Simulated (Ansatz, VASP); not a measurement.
**One calculation of ScTa3Os, two programs**

```
Sc Ta Os
1.0
     4.88411    0.00000    0.00000
     0.00000    4.88411    0.00000
     0.00000    0.00000    4.88411
Sc Ta Os
1 3 1
Direct
  0.00000 0.00000 0.00000
  0.00000 0.50000 0.50000
  0.50000 0.00000 0.50000
  0.50000 0.50000 0.00000
  0.50000 0.50000 0.50000
```

Alike in both runs: functional PBE; k mesh 4 × 4 × 4; occupations gaussian, width 0.1 eV; no spin polarisation.

Ansatz relaxed the structure, and its values are those at the end. VASP's run is a single point on that final structure, the one shown.

```csv
,VASP,Ansatz
version,VASP 6.6.1,Ansatz 0.2.0
potentials or method,"VASP PAW PBE potentials, release 64 (Sc_sv, Ta_pv, Os), cutoff 520 eV","scalar-relativistic, plane waves, PAW"
valence electrons in the cell,52,66
```

```tsv
	VASP	Ansatz	Ansatz less VASP
gap on the k mesh at the Fermi level (eV)	none	none	-
pressure (GPa)	0.5	0.0	-0.47
```

A gap of «none» marks a metal or a gap that the smearing closes. VASP's potentials hold 52 valence electrons a cell and Ansatz's 66, so a difference there can come from the potentials and not from the codes.

Neither program's run includes spin-orbit coupling.
